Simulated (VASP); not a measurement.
# MgS (I4/mmm) in VASP: further runs, part 2 of 2

VASP 6.6.1.

## Step 3: Single point, PBEsol (in-plane strain +0.005, then relaxed in part)

INCAR reads:

```
PREC = Accurate
ENCUT = 520
EDIFF = 1E-7
ISMEAR = 0
SIGMA = 0.01
LREAL = F
LASPH = T
NELM = 80
ALGO = Normal
ISIF = 2
LWAVE = F
LCHARG = F
GGA = PS
NBANDS = 11
```

KPOINTS reads:

```
regular mesh
0
Gamma
  8 8 8
```

POSCAR reads:

```
MgS
1.0
    2.6039158259      2.6039158259      0.0000000000
   -2.6039158259      2.6039158259      0.0000000000
    0.0000000000      2.6039158259      2.5837073238
Mg S
1 1
Direct
    0.0000000000      0.0000000000      0.0000000000
    0.5000000000      0.5000000000      0.0000000000
```

Potentials or basis: VASP PAW PBE potentials, release 64 (Mg, S).

Run with:

```bash
$ cat potpaw_PBE.64/Mg/POTCAR potpaw_PBE.64/S/POTCAR > POTCAR
$ mpirun -np 1 vasp_std > vasp.out
```

OUTCAR:

```text
PREC = Accurate
   ENCUT = 520
   EDIFF = 1E-7
   ISMEAR = 0
   LREAL = F
   LASPH = T
   NELM = 80
   ISIF = 2
   GGA = PS

 ion  position               nearest neighbor table
   1  0.000  0.000  0.000-   2 2.58   2 2.58   2 2.60   2 2.60   2 2.60   2 2.60
   2  0.500  0.500  0.000-   1 2.58   1 2.58   1 2.60   1 2.60   1 2.60   1 2.60

  LATTYP: Found a body centered tetragonal cell.
 ALAT       =     3.6824930763
 C/A-ratio  =     1.4032381163

  Lattice vectors:

 A1 = (   2.6039158259,   0.0000000000,  -2.5837073238)
[... 513 lines left out ...]
      6      10.8130      0.00000
      7      11.2853      0.00000
      8      11.8009      0.00000
      9      13.5290      0.00000
     10      16.4360      0.00000
     11      16.7010      0.00000

 [... further k-points ...]
[... 5 lines left out ...]
  --------------------------------------------------------------------------------------
  -------------------------------------------------------------------------------------
  Total       -0.2220800     -0.2220800     -0.0376493      0.0000000      0.0000000     -0.0000000
  in kB      -10.1553029    -10.1553029     -1.7216308      0.0000000      0.0000000     -0.0000000
  external PRESSURE =      -7.3440789 kB  Pullay stress =       0.0000000 kB

 VOLUME and BASIS-vectors are now :
 -----------------------------------------------------------------------------
  energy-cutoff  :      520.00
  volume of cell :       35.04
      direct lattice vectors                 reciprocal lattice vectors
     2.603915826  2.603915826  0.000000000     0.192018496  0.192018496 -0.193520371
    -2.603915826  2.603915826  0.000000000    -0.192018496  0.192018496 -0.193520371
     0.000000000  2.603915826  2.583707324     0.000000000  0.000000000  0.387040742

 POSITION                                       TOTAL-FORCE (eV/Angst)
 -----------------------------------------------------------------------------------
      0.00000      0.00000      0.00000        -0.000000      0.000000      0.000000
      0.00000      2.60392      0.00000         0.000000     -0.000000      0.000000
 -----------------------------------------------------------------------------------
    total drift:                               -0.000000      0.000000     -0.000000

  FREE ENERGIE OF THE ION-ELECTRON SYSTEM (eV)
  ---------------------------------------------------
  free  energy   TOTEN  =        -9.0738977854 eV

  energy  without entropy=       -9.0738977854  energy(sigma->0) =       -9.07389779
```

OSZICAR:

```text
N       E                     dE             d eps       ncg     rms          rms(c)
DAV:   1     0.222020581264E+02    0.22202E+02   -0.36328E+03  1338   0.595E+02
DAV:   2    -0.796333903684E+01   -0.30165E+02   -0.28520E+02  1650   0.998E+01
DAV:   3    -0.943435374530E+01   -0.14710E+01   -0.14682E+01  1614   0.236E+01
DAV:   4    -0.944287372597E+01   -0.85200E-02   -0.85190E-02  1534   0.212E+00
DAV:   5    -0.944294144990E+01   -0.67724E-04   -0.67723E-04  1632   0.193E-01    0.413E+00
DAV:   6    -0.911757337249E+01    0.32537E+00   -0.68608E-01  1501   0.322E+00    0.312E+00
DAV:   7    -0.907676720257E+01    0.40806E-01   -0.18539E-01  1541   0.182E+00    0.193E+00
DAV:   8    -0.907413219650E+01    0.26350E-02   -0.10619E-02  1430   0.588E-01    0.744E-01
DAV:   9    -0.907390793387E+01    0.22426E-03   -0.53198E-04  1526   0.128E-01    0.316E-01
DAV:  10    -0.907389906262E+01    0.88713E-05   -0.16951E-04  1517   0.576E-02    0.256E-02
DAV:  11    -0.907389805905E+01    0.10036E-05   -0.32759E-06  1528   0.976E-03    0.173E-02
DAV:  12    -0.907389781953E+01    0.23952E-06   -0.38630E-07  1561   0.344E-03    0.130E-03
DAV:  13    -0.907389778536E+01    0.34161E-07   -0.23886E-08   913   0.679E-04
   1 F= -.90738978E+01 E0= -.90738978E+01  d E =-.127968E-26
```

stdout:

```text
POSCAR found type information on POSCAR MgS
 POSCAR found :  2 types and       2 ions
 scaLAPACK will be used
 -----------------------------------------------------------------------------
|                                                                             |
|                                                                             |
|     You enforced a specific xc type in the INCAR file but a different       |
|     I HOPE YOU KNOW WHAT YOU ARE DOING!                                     |
|                                                                             |
 -----------------------------------------------------------------------------

 LDA part: xc-table for (Slater+PW92), standard interpolation
 POSCAR, INCAR and KPOINTS ok, starting setup
 FFT: planning ... GRIDC
 FFT: planning ... GRID_SOFT
 FFT: planning ... GRID
 WAVECAR not read
 entering main loop
```

Run time: 13 s. Hardware: 1 thread of Intel Xeon 6975P-C (Granite Rapids), shared host; peak memory 0.16 GiB.

Results:

* Free energy: -9.0739 eV
* Pressure: -0.7 GPa
* Band gap on the k mesh: 2.68 eV, indirect (least direct gap 3.62 eV)

Stress tensor (GPa, compression positive):
```
-1.02  0.00  0.00
 0.00 -1.02  0.00
 0.00  0.00 -0.17
```

Caveat: the cell differs from its parent crystal (in-plane strain +0.005, then relaxed in part); the PAW data sets were made with another functional, which shifts forces and pressure a little. A k mesh can miss the band edges.

## Step 4: Single point, PBEsol (in-plane strain +0.005)

INCAR reads:

```
SYSTEM = MgS
PREC = Accurate
ENCUT = 520
EDIFF = 1E-6
ISMEAR = 0
SIGMA = 0.01
LREAL = .False.
LASPH = .True.
NELM = 100
ALGO = Normal
ISIF = 2
LWAVE = .False.
LCHARG = .False.
GGA = PS
NBANDS = 11
```

KPOINTS reads:

```
Automatic mesh
0
Gamma
  8 8 8
  0 0 0
```

POSCAR: that of step 3 with these lines changed.

```diff
@@ -4,3 +4,3 @@
    -2.6039158259      2.6039158259      0.0000000000
-    0.0000000000      2.6039158259      2.5837073238
+    0.0000000000      2.6039158259      2.5831881377
 Mg S
```

Run with:

```bash
$ cat potpaw_PBE.64/Mg/POTCAR potpaw_PBE.64/S/POTCAR > POTCAR
$ mpirun -np 1 vasp_std > vasp.out
```

It took 13 s on 1 thread of Intel Xeon 6975P-C (Granite Rapids), shared host; peak memory 0.16 GiB.

It converged, with:

- Free energy: -9.0739 eV
- Pressure: -0.7 GPa
- Band gap on the k mesh: 2.68 eV, indirect (least direct gap 3.62 eV)

Stress tensor (GPa, compression positive):
```
-1.03  0.00  0.00
 0.00 -1.03  0.00
 0.00  0.00 -0.16
```

Levels at points of the mesh, in eV from the valence-band top:
```
           k point  band 1  band 2  band 3  band 4  band 5  band 6  band 7  band 8
(0.00, 0.00, 0.00)  -12.73   -0.04    0.00    0.00    3.62    7.81    7.81    7.89
(0.50, 0.00, 0.00)  -11.39   -4.94   -0.63   -0.61    4.40    6.78    6.87   10.11
(0.50, 0.50, 0.00)  -11.01   -4.30   -1.75   -1.69    2.72    4.22   11.88   12.82
(0.00, 0.00, 0.50)  -10.98   -4.29   -1.76   -1.76    2.68    4.20   11.97   12.84
```

Caveat: the cell differs from its parent crystal (in-plane strain +0.005); the PAW data sets were made with another functional, which shifts forces and pressure a little.
